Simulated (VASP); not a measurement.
Input of a VASP 6.6.1 run:

Contents of POSCAR:

```
PbS
1.0
    0.0000000000      2.9650006778      2.9650006778
    2.9650006778      0.0000000000      2.9650006778
    2.9650006778      2.9650006778      0.0000000000
Pb S
1 1
Direct
    0.5000000000      0.5000000000      0.5000000000
    0.0000000000      0.0000000000      0.0000000000
```

File INCAR.step1:

```
PREC = Accurate
ENCUT = 520
EDIFF = 1E-5
ISMEAR = 0
SIGMA = 0.05
LREAL = False
LASPH = True
NELM = 100
ALGO = Normal
ISIF = 2
LWAVE = True
LCHARG = False
GGA = PE
NBANDS = 17
```

File INCAR.step2:

```
PREC = Accurate
ENCUT = 520
EDIFF = 1E-6
ISMEAR = 0
SIGMA = 0.05
LREAL = False
LASPH = True
NELM = 100
ALGO = Normal
ISIF = 2
LWAVE = False
LCHARG = False
GGA = PE
LHFCALC = True
AEXX = 0.15
PRECFOCK = Normal
ISTART = 1
NBANDS = 17
```

Contents of KPOINTS:

```
regular mesh
0
Gamma
  4 4 4
```

Potentials or basis: VASP PAW PBE potentials, release 64 (Pb_d, S).

Run with:

```bash
$ cat potpaw_PBE.64/Pb_d/POTCAR potpaw_PBE.64/S/POTCAR > POTCAR
$ cp INCAR.step1 INCAR
$ mpirun -np 1 vasp_std > vasp.out
$ cp INCAR.step2 INCAR
$ mpirun -np 1 vasp_std > vasp.out
```

Q: Predict the pressure.

A: 1.5 GPa.

Q: What does it give for the band gap on the k mesh?

A: 1.02 eV.

Caveat: the k points lie up to 0.46 Å⁻¹ apart; the PAW data sets were made with another functional, which shifts forces and pressure a little; spin-orbit coupling is left out, which moves the levels of the heavy elements. A k mesh can miss the band edges.
